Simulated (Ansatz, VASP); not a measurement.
# One calculation of BAs, two programs

```
CELL_PARAMETERS angstrom
0.00000 2.38850 2.19742
2.38850 0.00000 2.19742
2.38850 2.38850 0.00000
ATOMIC_POSITIONS crystal
B 0.00000 0.00000 0.00000
As 0.75000 0.75000 0.75000
```

Change from the starting cell: strain +0.000 along x and y, -0.080 along z, atoms carried along.

Alike in both runs: task single point; functional r2SCAN; k mesh 10 × 10 × 10; occupations gaussian, width 0.05 eV; no spin polarisation.

|  | VASP | Ansatz |
| --- | --- | --- |
| version | VASP 6.6.1 | Ansatz 0.2.0 |
| potentials or method | VASP PAW PBE potentials, release 64 (B, As), cutoff 520 eV | scalar-relativistic, plane waves, PAW |
| valence electrons in the cell | 8 | 18 |

Ansatz gave:

| Item | Value |
| --- | --- |
| gap on the k mesh at the Fermi level (eV) | none |
| pressure (GPa) | 14.6 |
| traceless stress, the component that is largest in VASP (GPa) | 11.44 |

**Question.** What did VASP give for the same quantities?

**Answer.** gap on the k mesh at the Fermi level (eV): none; pressure (GPa): 15.1; traceless stress, the component that is largest in VASP (GPa): 11.39.

VASP's potentials were made for PBE, not for r2SCAN. A gap of «none» marks a metal or a gap that the smearing closes. With one functional, cell and mesh, what is left measures potentials, basis and numerics. VASP's potentials hold 8 valence electrons a cell and Ansatz's 18, so a difference there can come from the potentials and not from the codes.
